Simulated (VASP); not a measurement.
Runs of VASP 6.6.1 on BiRu. The structure is that of space group Pm-3m (No. 221), or close to it. The cells are those of the table. 

| task | cell | k mesh | cutoff (eV) | gap on the mesh (eV) | pressure (GPa) | relaxed volume (Å³/atom) |
| --- | --- | --- | --- | --- | --- | --- |
| single point | a = 3.396 Å, 2 atoms | 16 × 16 × 16 | 520 | none | 0.0 | - |
| relaxation of cell and atoms | relaxed from a = 3.403 Å, 2 atoms | 16 × 16 × 16 | 600 | none | 0.1 | 19.58 |
| single point | a = 3.412, b = 3.412, c = 3.371 Å, 2 atoms | 6 × 6 × 4 | 520 | none | 0.0 | - |
| relaxation of cell and atoms | relaxed from a = 3.398 Å, 2 atoms | 6 × 6 × 6 | 600 | none | 0.0 | (a) |
| single point | a = 3.403 Å, 2 atoms | 6 × 6 × 6 | 520 | none | 0.0 | - |

Alike in all rows: level PBE; potentials or basis VASP PAW PBE potentials, release 64 (Bi_d, Ru_pv); no spin polarisation; smearing gaussian 0.1 eV.

**Question.** Fill in the values left out.

**Answer.** (a) 19.70.

Caveats: some runs use coarse meshes; spin-orbit coupling is left out, which moves the levels of the heavy elements.

A k mesh can miss the band edges, and the runs leave out spin-orbit coupling on Bi, Ru.

A gap of «none» marks levels without a gap at the run's occupations.
